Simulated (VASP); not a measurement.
# MoS2 (P-6m2) in VASP: a series of runs, part 2 of 2

VASP 6.6.1. The steps go on from the part before.

## 4. Single point, PBE+D3(BJ)

This run uses another cell than the first one, of the same volume but with other edges.

Input file INCAR:

```
SYSTEM = MoS2
ALGO = Normal
EDIFF = 1E-6
ENCUT = 500
GGA = PE
GGA_COMPAT = .False.
ISIF = 2
ISMEAR = 0
IVDW = 12
LASPH = .True.
LCHARG = .False.
LREAL = .False.
LWAVE = .False.
NBANDS = 20
NELM = 120
PREC = Accurate
SIGMA = 0.05
```

Input file KPOINTS:

```
k-points
0
Gamma
  12 12 4
  0 0 0
```

Input file POSCAR:

```
MoS2
1.0
    3.0696848962      0.0000000000      0.0000000000
   -1.5348424481      2.6584251017      0.0000000000
    0.0000000000      0.0000000000      6.9945840045
Mo S
1 2
Direct
    0.0000000000      0.0000000000      0.0000000000
    0.3333333333      0.6666666667      0.2608812309
    0.3333333333      0.6666666667      0.7391187691
```

Potentials or basis: VASP PAW PBE potentials, release 64 (Mo_sv, S).

On the command line:

```
> cat potpaw_PBE.64/Mo_sv/POTCAR potpaw_PBE.64/S/POTCAR > POTCAR
> mpirun -np 1 vasp_std > vasp.out
```

OUTCAR:

```text
SYSTEM = MoS2
   EDIFF = 1E-6
   ENCUT = 500
   GGA = PE
   ISIF = 2
   ISMEAR = 0
   IVDW = 12
   LASPH = .True.
   LREAL = .False.
   NELM = 120
   PREC = Accurate
 IVDW          = 12

 ion  position               nearest neighbor table
   1  0.000  0.000  0.000-   2 2.54   3 2.54   2 2.54   3 2.54   2 2.54   3 2.54
   2  0.333  0.667  0.261-   1 2.54   1 2.54   1 2.54
   3  0.333  0.667  0.739-   1 2.54   1 2.54   1 2.54

  LATTYP: Found a hexagonal cell.
 ALAT       =     3.0696848962
 C/A-ratio  =     2.2786000000

  Lattice vectors:

 A1 = (   3.0696848962,   0.0000000000,   0.0000000000)
 A2 = (  -1.5348424481,   2.6584251017,   0.0000000000)
 A3 = (   0.0000000000,   0.0000000000,   6.9945840045)

Analysis of symmetry for initial positions (statically):
=====================================================================
 Subroutine PRICEL returns:
 Original cell was already a primitive cell.

 Routine SETGRP: Setting up the symmetry group for a
 hexagonal supercell.

 Subroutine GETGRP returns: Found 12 space group operations
 (whereof 12 operations were pure point group operations)
 out of a pool of 24 trial point group operations.

The static configuration has the point symmetry D_3h.

Analysis of symmetry for dynamics (positions and initial velocities):
=====================================================================
 Subroutine PRICEL returns:
 Original cell was already a primitive cell.

 Routine SETGRP: Setting up the symmetry group for a
 hexagonal supercell.

 Subroutine GETGRP returns: Found 12 space group operations
 (whereof 12 operations were pure point group operations)
 out of a pool of 24 trial point group operations.

The dynamic configuration has the point symmetry D_3h.

 Subroutine INISYM returns: Found 12 space group operations
 (whereof 12 operations are pure point group operations),
 and found     1 'primitive' translations

----------------------------------------------------------------------------------------

                                     Primitive cell

  volume of cell :      57.0795

  direct lattice vectors                    reciprocal lattice vectors
     3.069684896  0.000000000  0.000000000     0.325766336  0.188081282  0.000000000
    -1.534842448  2.658425102  0.000000000     0.000000000  0.376162563  0.000000000
     0.000000000  0.000000000  6.994584005     0.000000000  0.000000000  0.142967759

  length of vectors
     3.069684896  3.069684896  6.994584005     0.376162563  0.376162563  0.142967759

  position of ions in fractional coordinates (direct lattice)
     0.000000000  0.000000000  0.000000000
     0.333333333  0.666666667  0.260881231
     0.333333333  0.666666667  0.739118769

  ion indices of the primitive-cell ions
   primitive index   ion index
                 1           1
                 2           2
                 3           3

----------------------------------------------------------------------------------------

 KPOINTS: k-points

Automatic generation of k-mesh.
 Grid dimensions read from file:
 generate k-points for:   12   12    4

 Generating k-lattice:

  Cartesian coordinates                     Fractional coordinates (reciprocal lattice)
     0.027147195  0.015673440  0.000000000     0.083333333  0.000000000  0.000000000
     0.000000000  0.031346880  0.000000000     0.000000000  0.083333333  0.000000000
     0.000000000  0.000000000  0.035741940     0.000000000  0.000000000  0.250000000

  Length of vectors
     0.031346880  0.031346880  0.035741940

  Shift w.r.t. Gamma in fractional coordinates (k-lattice)
     0.000000000  0.000000000  0.000000000

 Subroutine IBZKPT returns following result:
 ===========================================

 Found     57 irreducible k-points:

 Following reciprocal coordinates:
            Coordinates               Weight
  0.000000  0.000000  0.000000      1.000000
  0.083333 -0.000000  0.000000      6.000000
  0.166667 -0.000000  0.000000      6.000000
  0.250000 -0.000000  0.000000      6.000000
  0.333333 -0.000000  0.000000      6.000000
  0.416667 -0.000000  0.000000      6.000000
[... 16 lines left out ...]
  0.250000 -0.000000  0.250000     12.000000
  0.333333 -0.000000  0.250000     12.000000
 [... further k-points ...]
   k-points           NKPTS =     57   k-points in BZ     NKDIM =     57   number of bands    NBANDS=     20
   number of dos      NEDOS =    301   number of ions     NIONS =      3
   total plane-waves  NPLWV =  31104
   dimension x,y,z NGX =    24 NGY =   24 NGZ =   54
   dimension x,y,z NGXF=    48 NGYF=   48 NGZF=  108
   ions per type =               1   2
   NGX,Y,Z   is equivalent  to a cutoff of  13.00, 13.00, 12.83 a.u.
   NGXF,Y,Z  is equivalent  to a cutoff of  26.00, 26.00, 25.67 a.u.
 SYSTEM =  MoS2
   PREC   = accura    normal or accurate (medium, high low for compatibility)
   ISTART =      0    job   : 0-new  1-cont  2-samecut
   ICHARG =      2    charge: 1-file 2-atom 10-const
   ISPIN  =      1    spin polarized calculation?
   LNONCOLLINEAR =      F non collinear calculations
   LSORBIT =      F    spin-orbit coupling
   LASPH  =      T    aspherical Exc in radial PAW
   ENCUT  =  500.0 eV  36.75 Ry    6.06 a.u.   5.60  5.60 12.75*2*pi/ulx,y,z
   NELM   =    120;   NELMIN=  2; NELMDL= -5     # of ELM steps
   EDIFF  = 0.1E-05   stopping-criterion for ELM
   LREAL  =      F    real-space projection
   EDIFFG = 0.1E-04   stopping-criterion for IOM
   NSW    =      0    number of steps for IOM
   IBRION =     -1    ionic relax: 0-MD 1-quasi-New 2-CG
   NFREE  =      0    steps in history (QN), initial steepest desc. (CG)
   ISIF   =      2    stress and relaxation
   ISYM   =      2    0-nonsym 1-usesym 2-fastsym
   POTIM  = 0.5000    time-step for ionic-motion
   TEBEG  =    0.0;   TEEND  =   0.0 temperature during run
   PSTRESS=    0.0 pullay stress
   NELECT =      26.0000    total number of electrons
   NUPDOWN=      -1.0000    fix difference up-down
   EMIN   =  10.00;   EMAX   =-10.00  energy-range for DOS
   EFERMI =   0.00;   METHOD = LEGACY
   ISMEAR =     0;   SIGMA  =   0.05  broadening in eV -4-tet -1-fermi 0-gaus
   EFERMI_NEDOS =   21; number of points for ismear=-14 and -15
   IALGO  =     38    algorithm
   IMIX   =      4    mixing-type and parameters
     AMIX     =   0.40;   BMIX     =  1.00
     AMIX_MAG =   1.60;   BMIX_MAG =  1.00
  volume/ion in A,a.u.               =      19.03       128.40
  Fermi-wavevector in a.u.,A,eV,Ry     =   1.259619  2.380335 21.587552  1.586640
  Thomas-Fermi vector in A             =   2.393170
   LORBIT       =      0    0 simple, 1 ext, 2 COOP (PROOUT), +10 PAW based schemes
   GGA     = PE    functional components
   LHFCALC =     F    Hartree Fock is set to
   AEXX    =    0.0000 exact exchange contribution
   IVDW    =    12    specifies the selected vdW correction
   LEPSILON=     F    determine dielectric tensor
   LRPA    =     F    only Hartree local field effects (RPA)
 non-spin polarized calculation
 Gauss-broadening in eV      SIGMA  =   0.05
  energy-cutoff  :      500.00
  volume of cell :       57.08
 maximum number of plane-waves:      1490
 NGX is ok and might be reduce to    24

 number of electron      25.9999996 magnetization

 Free energy of the ion-electron system (eV)
  ---------------------------------------------------
  ext. energy  EPLUGINS =         0.00000000
  ---------------------------------------------------
  free energy    TOTEN  =       -20.90096495 eV

  energy without entropy =      -20.90096495  energy(sigma->0) =      -20.90096495

 E-fermi :   6.4792     XC(G=0): -10.5117

 val. band max:        6.2211119742   @ k =   0.3333   0.3333   0.5000
 cond. band min:       6.8511198156   @ k =   0.1667   0.1667   0.0000
 fundamental gap:      0.6300078413
 Fermi energy:         6.4792433570

 k-point     1 :       0.0000    0.0000    0.0000
  band No.  band energies     occupation
      1     -54.7864      2.00000
      2     -28.9328      2.00000
      3     -28.5624      2.00000
      4     -28.5624      2.00000
      5      -7.8473      2.00000
      6      -6.9074      2.00000
[... 12 lines left out ...]
     19      14.6590      0.00000
[... 513 lines left out ...]
      4     -28.6459      2.00000
      5      -6.2945      2.00000
      6      -6.0101      2.00000
[... 12 lines left out ...]
     19      13.9344      0.00000
     20      14.6797      0.00000

 [... further k-points ...]

------------------------ aborting loop because EDIFF is reached ----------------------------------------

 Edisp (eV)   -1.19199

 E8    (eV) :    -0.4815

  FORCE on cell =-STRESS in cart. coord.  units (eV):
  Direction    XX          YY          ZZ          XY          YZ          ZX
  --------------------------------------------------------------------------------------
  -------------------------------------------------------------------------------------
  Total      -0.98482    -0.98482   -11.58181     0.00000     0.00000    -0.00000
  in kB     -27.64313   -27.64313  -325.09241     0.00000     0.00000    -0.00000
  external pressure =     -126.79 kB  Pullay stress =        0.00 kB

 VOLUME and BASIS-vectors are now :
 -----------------------------------------------------------------------------
  energy-cutoff  :      500.00
  volume of cell :       57.08
      direct lattice vectors                 reciprocal lattice vectors
     3.069684896  0.000000000  0.000000000     0.325766336  0.188081282  0.000000000
    -1.534842448  2.658425102  0.000000000     0.000000000  0.376162563  0.000000000
     0.000000000  0.000000000  6.994584005     0.000000000  0.000000000  0.142967759

 POSITION                                       TOTAL-FORCE (eV/Angst)
 -----------------------------------------------------------------------------------
      0.00000      0.00000      0.00000         0.000000     -0.000000      0.000000
     -0.00000      1.77228      1.82476        -0.000000      0.000000     -3.270218
     -0.00000      1.77228      5.16983        -0.000000     -0.000000      3.270218
 -----------------------------------------------------------------------------------
    total drift:                                0.000000     -0.000000     -0.000000

  FREE ENERGIE OF THE ION-ELECTRON SYSTEM (eV)
  ---------------------------------------------------
  free  energy   TOTEN  =       -22.0929594210 eV

  energy  without entropy=      -22.0929594210  energy(sigma->0) =      -22.09295942
```

OSZICAR:

```text
N       E                     dE             d eps       ncg     rms          rms(c)
DAV:   1     0.173238131504E+03    0.17324E+03   -0.13141E+04  2296   0.118E+03
DAV:   2    -0.149242166796E+02   -0.18816E+03   -0.18261E+03  2764   0.305E+02
DAV:   3    -0.223470019972E+02   -0.74228E+01   -0.73219E+01  2796   0.556E+01
DAV:   4    -0.224481619084E+02   -0.10116E+00   -0.10110E+00  2776   0.685E+00
DAV:   5    -0.224498094482E+02   -0.16475E-02   -0.16474E-02  2896   0.855E-01    0.188E+01
DAV:   6    -0.219352593006E+02    0.51455E+00   -0.17649E+01  2552   0.213E+01    0.917E+00
DAV:   7    -0.210847369439E+02    0.85052E+00   -0.99346E+00  2384   0.148E+01    0.497E+00
DAV:   8    -0.209023745116E+02    0.18236E+00   -0.93471E-01  2572   0.520E+00    0.183E+00
DAV:   9    -0.209039560976E+02   -0.15816E-02   -0.58907E-02  2688   0.144E+00    0.779E-01
DAV:  10    -0.209008409685E+02    0.31151E-02   -0.23099E-02  2616   0.940E-01    0.195E-01
DAV:  11    -0.209009353303E+02   -0.94362E-04   -0.82667E-04  2616   0.190E-01    0.547E-02
DAV:  12    -0.209009335819E+02    0.17484E-05   -0.83197E-05  2676   0.547E-02    0.416E-02
DAV:  13    -0.209009657379E+02   -0.32156E-04   -0.99154E-05  2460   0.606E-02    0.179E-02
DAV:  14    -0.209009649469E+02    0.79108E-06   -0.57649E-06  2748   0.158E-02
   1 F= -.22092959E+02 E0= -.22092959E+02  d E =-.260538E-15
```

stdout:

```text
POSCAR found type information on POSCAR MoS
 POSCAR found :  2 types and       3 ions
 scaLAPACK will be used
 LDA part: xc-table for (Slater+PW92), standard interpolation
 POSCAR, INCAR and KPOINTS ok, starting setup
 FFT: planning ... GRIDC
 FFT: planning ... GRID_SOFT
 FFT: planning ... GRID
 WAVECAR not read
 entering main loop
```

It took 90 s on 1 thread of Intel Xeon 8259CL, shared host; peak memory 0.22 GiB.

What came out:

| Property | Result |
| --- | --- |
| Free energy | -22.0930 eV |
| Pressure | -12.7 GPa |
| Largest force | 3.270 eV/Å |
| Band gap on the k mesh | 0.63 eV (least direct gap 1.29 eV) |
| Dispersion energy per atom | -0.397 eV |

Forces in eV/Å, atoms in the order of the input:
```
Mo   0.000  0.000  0.000
S    0.000  0.000 -3.270
S    0.000  0.000  3.270
```

Caveat: the cell stands under tension; forces of over 1 eV/Å act on the atoms, so gaps and moduli don't describe the material at rest.

## 5. The runs side by side

| cell | gap on the mesh (eV) | pressure (GPa) | largest force (eV/Å) |
| --- | --- | --- | --- |
| a = 3.122, b = 3.122, c = 6.762 Å, angles 90.0, 90.0, 120.0°, 3 atoms, atomic positions A | 1.33 | -0.4 | 0.33 |
| a = 3.238, b = 3.238, c = 6.286 Å, angles 90.0, 90.0, 120.0°, 3 atoms, atomic positions B | 0.63 | -11.0 | 2.07 |
| a = 3.070, b = 3.070, c = 6.995 Å, angles 90.0, 90.0, 120.0°, 3 atoms, atomic positions B | 0.63 | -12.7 | 3.27 |

Alike in all rows: task single point; level PBE+D3(BJ); potentials or basis VASP PAW PBE potentials, release 64 (Mo_sv, S); no spin polarisation; k mesh 12 × 12 × 4; cutoff (eV) 500; smearing gaussian 0.05 eV.

Caveats: the cell stands under tension (at least some runs); forces of over 1 eV/Å act on the atoms, so gaps and moduli don't describe the material at rest (at least some runs).

Total energies depend on the potentials used, so only differences within one code and one set of settings carry meaning.
